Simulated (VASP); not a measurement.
# Ti3Ag (P4/mmm) in VASP: notebook, part 2 of 2

VASP 6.6.1. Earlier steps stand in the parts before.

### Step 3. Electric field gradients, LDA (17.14 Å³/atom)

INCAR

```
PREC = Accurate
ENCUT = 520
EDIFF = 1E-8
ISMEAR = -1
SIGMA = 0.08
LREAL = False
LASPH = True
NELM = 100
ALGO = Normal
ISIF = 2
LWAVE = False
LCHARG = False
LEFG = True
NBANDS = 32
```

KPOINTS

```
Automatic mesh
0
Gamma
  9 9 9
```

POSCAR

```
Ti3Ag
1.0
    4.1729965509      0.0000000000      0.0000000000
    0.0000000000      4.1729965509      0.0000000000
    0.0000000000      0.0000000000      3.9367891990
Ti Ag
3 1
Direct
    0.0000000000      0.5000000000      0.5000000000
    0.5000000000      0.0000000000      0.5000000000
    0.5000000000      0.5000000000      0.0000000000
    0.0000000000      0.0000000000      0.0000000000
```

Potentials or basis: VASP PAW LDA potentials, release 64 (Ti_sv, Ag).

Command:

```sh
$ cat potpaw_LDA.64/Ti_sv/POTCAR potpaw_LDA.64/Ag/POTCAR > POTCAR
$ mpirun -np 1 vasp_std > vasp.out
```

OUTCAR:

```text
PREC = Accurate
   ENCUT = 520
   EDIFF = 1E-8
   ISMEAR = -1
   LREAL = False
   LASPH = True
   NELM = 100
   ISIF = 2

 ion  position               nearest neighbor table
   1  0.000  0.500  0.500-   3 2.87   4 2.87   3 2.87   4 2.87   4 2.87   4 2.87   3 2.87   3 2.87

   2  0.500  0.000  0.500-   3 2.87   4 2.87   3 2.87   4 2.87   3 2.87   3 2.87   4 2.87   4 2.87

   3  0.500  0.500  0.000-   1 2.87   2 2.87   1 2.87   2 2.87   2 2.87   2 2.87   1 2.87   1 2.87
                             4 2.95   4 2.95   4 2.95   4 2.95
   4  0.000  0.000  0.000-   1 2.87   2 2.87   1 2.87   2 2.87   1 2.87   1 2.87   2 2.87   2 2.87
                             3 2.95   3 2.95   3 2.95   3 2.95

  LATTYP: Found a simple tetragonal cell.
 ALAT       =     4.1729965509
 C/A-ratio  =     0.9433962264

  Lattice vectors:

 A1 = (   4.1729965509,   0.0000000000,   0.0000000000)
 A2 = (   0.0000000000,   4.1729965509,   0.0000000000)
 A3 = (   0.0000000000,   0.0000000000,   3.9367891990)

Analysis of symmetry for initial positions (statically):
=====================================================================
 Subroutine PRICEL returns:
 Original cell was already a primitive cell.

 Routine SETGRP: Setting up the symmetry group for a
 simple tetragonal supercell.

 Subroutine GETGRP returns: Found 16 space group operations
 (whereof 16 operations were pure point group operations)
 out of a pool of 16 trial point group operations.

The static configuration has the point symmetry D_4h.

Analysis of symmetry for dynamics (positions and initial velocities):
=====================================================================
 Subroutine PRICEL returns:
 Original cell was already a primitive cell.

 Routine SETGRP: Setting up the symmetry group for a
[... 1004 lines left out ...]

 [... further k-points ...]
[... 5 lines left out ...]
  --------------------------------------------------------------------------------------
  -------------------------------------------------------------------------------------
  Total       -4.0876071     -4.0876071     -3.1660318      0.0000000     -0.0000000      0.0000000
  in kB      -95.5303829    -95.5303829    -73.9924899      0.0000000     -0.0000000      0.0000000
  external PRESSURE =     -88.3510852 kB  Pullay stress =       0.0000000 kB

 VOLUME and BASIS-vectors are now :
 -----------------------------------------------------------------------------
  energy-cutoff  :      520.00
  volume of cell :       68.55
      direct lattice vectors                 reciprocal lattice vectors
     4.172996551  0.000000000  0.000000000     0.239635952  0.000000000  0.000000000
     0.000000000  4.172996551  0.000000000     0.000000000  0.239635952  0.000000000
     0.000000000  0.000000000  3.936789199     0.000000000  0.000000000  0.254014109

 POSITION                                       TOTAL-FORCE (eV/Angst)
 -----------------------------------------------------------------------------------
      0.00000      2.08650      1.96839         0.000000      0.000000      0.000000
      2.08650      0.00000      1.96839         0.000000      0.000000      0.000000
      2.08650      2.08650      0.00000         0.000000      0.000000      0.000000
      0.00000      0.00000      0.00000         0.000000      0.000000      0.000000
 -----------------------------------------------------------------------------------
    total drift:                                0.000000     -0.000000     -0.000000

  FREE ENERGIE OF THE ION-ELECTRON SYSTEM (eV)
  ---------------------------------------------------
  free  energy   TOTEN  =       -29.1355117774 eV

  energy  without entropy=      -28.9800910971  energy(sigma->0) =      -29.05780144

 Electric field gradients (V/A^2)
---------------------------------------------------------------------
 ion       V_xx      V_yy      V_zz      V_xy      V_xz      V_yz
---------------------------------------------------------------------
   1       1.667    -1.432    -0.235    -0.000    -0.000     0.000
   2      -1.432     1.667    -0.235     0.000    -0.000    -0.000
   3       3.814     3.814    -7.628    -0.000    -0.000    -0.000
   4      -1.164    -1.164     2.328    -0.000    -0.000     0.000
---------------------------------------------------------------------

 Electric field gradients after diagonalization (V/A^2)
 (convention: |V_zz| > |V_xx| > |V_yy|)
----------------------------------------------------------------------
 ion       V_xx      V_yy      V_zz     asymmetry (V_yy - V_xx)/ V_zz
----------------------------------------------------------------------
   1      -1.432    -0.235     1.667       0.718
   2      -1.432    -0.235     1.667       0.718
   3       3.814     3.814    -7.628       0.000
   4      -1.164    -1.164     2.328       0.000
----------------------------------------------------------------------

           NMR quadrupolar parameters

 Cq : quadrupolar parameter    Cq=e*Q*V_zz/h
 eta: asymmetry parameters     (V_yy - V_xx)/ V_zz
 Q  : nuclear electric quadrupole moment in mb (millibarn)
----------------------------------------------------------------------
 ion       Cq(MHz)       eta       Q (mb)
----------------------------------------------------------------------
   1       0.004       0.718       1.000
   2       0.004       0.718       1.000
   3      -0.018       0.000       1.000
   4       0.006       0.000       1.000
----------------------------------------------------------------------
```

OSZICAR:

```text
N       E                     dE             d eps       ncg     rms          rms(c)
DAV:   1     0.571573029903E+03    0.57157E+03   -0.23230E+04  4912   0.174E+03
DAV:   2     0.295309605613E+02   -0.54204E+03   -0.52516E+03  4960   0.522E+02
DAV:   3    -0.279253125688E+02   -0.57456E+02   -0.55365E+02  7976   0.147E+02
DAV:   4    -0.330704834820E+02   -0.51452E+01   -0.50761E+01  6920   0.418E+01
DAV:   5    -0.333239684216E+02   -0.25348E+00   -0.25335E+00  6640   0.766E+00    0.154E+01
DAV:   6    -0.292458011077E+02    0.40782E+01   -0.16060E+01  5744   0.327E+01    0.523E+00
DAV:   7    -0.296479641791E+02   -0.40216E+00   -0.33732E+00  6896   0.151E+01    0.754E+00
DAV:   8    -0.291508787495E+02    0.49709E+00   -0.26173E+00  6880   0.951E+00    0.261E+00
DAV:   9    -0.291366014229E+02    0.14277E-01   -0.23983E-01  6288   0.423E+00    0.161E+00
DAV:  10    -0.291360809267E+02    0.52050E-03   -0.63885E-02  5856   0.208E+00    0.294E-01
DAV:  11    -0.291351966695E+02    0.88426E-03   -0.89889E-03  7104   0.972E-01    0.145E-01
DAV:  12    -0.291354942035E+02   -0.29753E-03   -0.86900E-04  6032   0.246E-01    0.542E-02
DAV:  13    -0.291355093549E+02   -0.15151E-04   -0.20458E-04  7280   0.770E-02    0.260E-02
DAV:  14    -0.291355129826E+02   -0.36276E-05   -0.21071E-05  6744   0.367E-02    0.159E-02
DAV:  15    -0.291355118299E+02    0.11526E-05   -0.10226E-05  6632   0.281E-02    0.294E-03
DAV:  16    -0.291355117844E+02    0.45497E-07   -0.45412E-07  6368   0.703E-03    0.113E-03
DAV:  17    -0.291355117774E+02    0.70368E-08   -0.71692E-08  6368   0.174E-03
   1 F= -.29135512E+02 E0= -.29057801E+02  d E =-.155421E+00
```

Run time: 2.6 min. Hardware: 1 thread of Intel Xeon Platinum 8259CL at 2.50GHz (Skylake/Cascade Lake), shared host; peak memory 0.26 GiB.

What came out:

- Free energy: -29.1355 eV
- Pressure: -8.8 GPa
- Band gap on the k mesh: zero (an odd number of electrons rules out a gap without spin polarisation)
- Largest electric field gradient by atom: Ti +1.7, -7.6 (each value once); Ag +2.3 V/Å²

Electric field gradients, principal values (V/Å²):
```
atom   least  middle  greatest (by size)
1 Ti  -0.235  -1.432               1.667
2 Ti  -0.235  -1.432               1.667
3 Ti   3.814   3.814              -7.628
4 Ag  -1.164  -1.164               2.328
```

Caveat: the cell stands under tension; without QUAD_EFG the Cq values of the log hold for a quadrupole moment of 1 mb, not for the nuclei.

### Step 4. Electric field gradients, LDA (17.66 Å³/atom)

This run uses another cell than the first one, of 17.66 Å³/atom.

INCAR

```
PREC     = Accurate       # precision mode
ENCUT    = 520            # plane-wave cutoff, eV
EDIFF    = 1E-8           # SCF threshold, eV
ISMEAR   = -1             # smearing method
SIGMA    = 0.08           # smearing width, eV
LREAL    = False          # projectors in reciprocal space
LASPH    = True           # aspherical terms in the spheres
NELM     = 100            # most SCF steps
ALGO     = Normal         # electronic algorithm
ISIF     = 2              # what is computed and relaxed
LWAVE    = False          # write WAVECAR
LCHARG   = False          # write CHGCAR
LEFG     = True         
NBANDS   = 32             # bands
```

KPOINTS is that of step 3.

POSCAR

```
Ti3Ag
1.0
    4.2147292849      0.0000000000      0.0000000000
    0.0000000000      4.2147292849      0.0000000000
    0.0000000000      0.0000000000      3.9761597028
Ti Ag
3 1
Direct
    0.0000000000      0.5000000000      0.5000000000
    0.5000000000      0.0000000000      0.5000000000
    0.5000000000      0.5000000000      0.0000000000
    0.0000000000      0.0000000000      0.0000000000
```

Potentials or basis: VASP PAW LDA potentials, release 64 (Ti_sv, Ag).

Command:

```sh
$ cat potpaw_LDA.64/Ti_sv/POTCAR potpaw_LDA.64/Ag/POTCAR > POTCAR
$ mpirun -np 1 vasp_std > vasp.out
```

OUTCAR:

```text
PREC = Accurate
   ENCUT = 520
   EDIFF = 1E-8
   ISMEAR = -1
   LREAL = False
   LASPH = True
   NELM = 100
   ISIF = 2

 ion  position               nearest neighbor table
   1  0.000  0.500  0.500-   3 2.90   4 2.90   3 2.90   4 2.90   4 2.90   4 2.90   3 2.90   3 2.90

   2  0.500  0.000  0.500-   3 2.90   4 2.90   3 2.90   4 2.90   3 2.90   3 2.90   4 2.90   4 2.90

   3  0.500  0.500  0.000-   1 2.90   2 2.90   1 2.90   2 2.90   2 2.90   2 2.90   1 2.90   1 2.90
                             4 2.98   4 2.98   4 2.98   4 2.98
   4  0.000  0.000  0.000-   1 2.90   2 2.90   1 2.90   2 2.90   1 2.90   1 2.90   2 2.90   2 2.90
                             3 2.98   3 2.98   3 2.98   3 2.98

  LATTYP: Found a simple tetragonal cell.
 ALAT       =     4.2147292849
 C/A-ratio  =     0.9433962264
[... 1072 lines left out ...]
   1      -0.793    -0.060     0.853     0.000    -0.000     0.000
   2      -0.060    -0.793     0.853     0.000    -0.000     0.000
   3       4.907     4.907    -9.814     0.000    -0.000     0.000
   4      -1.092    -1.092     2.183     0.000    -0.000    -0.000
---------------------------------------------------------------------

 Electric field gradients after diagonalization (V/A^2)
 (convention: |V_zz| > |V_xx| > |V_yy|)
----------------------------------------------------------------------
 ion       V_xx      V_yy      V_zz     asymmetry (V_yy - V_xx)/ V_zz
----------------------------------------------------------------------
   1      -0.793    -0.060     0.853       0.859
   2      -0.793    -0.060     0.853       0.859
   3       4.907     4.907    -9.814       0.000
   4      -1.092    -1.092     2.183       0.000
----------------------------------------------------------------------

           NMR quadrupolar parameters

 Cq : quadrupolar parameter    Cq=e*Q*V_zz/h
 eta: asymmetry parameters     (V_yy - V_xx)/ V_zz
 Q  : nuclear electric quadrupole moment in mb (millibarn)
----------------------------------------------------------------------
 ion       Cq(MHz)       eta       Q (mb)
----------------------------------------------------------------------
   1       0.002       0.859       1.000
   2       0.002       0.859       1.000
   3      -0.024       0.000       1.000
   4       0.005       0.000       1.000
----------------------------------------------------------------------
```

OSZICAR:

```text
N       E                     dE             d eps       ncg     rms          rms(c)
DAV:   1     0.567431748028E+03    0.56743E+03   -0.23099E+04  4840   0.173E+03
DAV:   2     0.293861789004E+02   -0.53805E+03   -0.52189E+03  4920   0.519E+02
DAV:   3    -0.277132825248E+02   -0.57099E+02   -0.55201E+02  7912   0.146E+02
DAV:   4    -0.330209120142E+02   -0.53076E+01   -0.52274E+01  7112   0.420E+01
DAV:   5    -0.332887054867E+02   -0.26779E+00   -0.26763E+00  6592   0.781E+00    0.150E+01
DAV:   6    -0.291037984581E+02    0.41849E+01   -0.16787E+01  5856   0.329E+01    0.490E+00
DAV:   7    -0.295474649531E+02   -0.44367E+00   -0.33798E+00  6848   0.145E+01    0.786E+00
DAV:   8    -0.290160155784E+02    0.53145E+00   -0.26500E+00  6808   0.902E+00    0.256E+00
DAV:   9    -0.290074237277E+02    0.85919E-02   -0.23684E-01  6304   0.431E+00    0.136E+00
DAV:  10    -0.290042449499E+02    0.31788E-02   -0.57505E-02  5896   0.194E+00    0.278E-01
DAV:  11    -0.290035355853E+02    0.70936E-03   -0.88526E-03  7448   0.829E-01    0.156E-01
DAV:  12    -0.290037920350E+02   -0.25645E-03   -0.10594E-03  5928   0.271E-01    0.525E-02
DAV:  13    -0.290037932738E+02   -0.12388E-05   -0.13974E-04  7456   0.768E-02    0.280E-02
DAV:  14    -0.290037978266E+02   -0.45528E-05   -0.24214E-05  6152   0.389E-02    0.141E-02
DAV:  15    -0.290037965985E+02    0.12281E-05   -0.10165E-05  7064   0.242E-02    0.368E-03
DAV:  16    -0.290037965381E+02    0.60396E-07   -0.60186E-07  5960   0.859E-03    0.136E-03
DAV:  17    -0.290037965270E+02    0.11068E-07   -0.97988E-08  6768   0.198E-03    0.431E-04
DAV:  18    -0.290037965272E+02   -0.18827E-09   -0.91265E-09  3584   0.737E-04
   1 F= -.29003797E+02 E0= -.28923725E+02  d E =-.160143E+00
```

Wall time 2.5 min (1 thread of Intel Xeon Platinum 8259CL at 2.50GHz (Skylake/Cascade Lake), shared host); peak memory 0.26 GiB.

What came out:

* Free energy: -29.0038 eV
* Pressure: -11.5 GPa
* Band gap on the k mesh: zero (an odd number of electrons rules out a gap without spin polarisation)
* Largest electric field gradient by atom: Ti +0.9, -9.8 (each value once); Ag +2.2 V/Å²

Levels at points of the mesh, in eV from the Fermi level:
```tsv
k point	band 22	band 23	band 24	band 25	band 26	band 27
(0.00, 0.00, 0.00)	-0.48	-0.26	0.01	2.07	2.07	2.16
```

Electric field gradients, principal values (V/Å²):
| atom | least | middle | greatest (by size) |
| --- | --- | --- | --- |
| 1 Ti | -0.060 | -0.793 | 0.853 |
| 2 Ti | -0.060 | -0.793 | 0.853 |
| 3 Ti | 4.907 | 4.907 | -9.814 |
| 4 Ag | -1.092 | -1.092 | 2.183 |

Caveat: the cell stands under tension; without QUAD_EFG the Cq values of the log hold for a quadrupole moment of 1 mb, not for the nuclei.
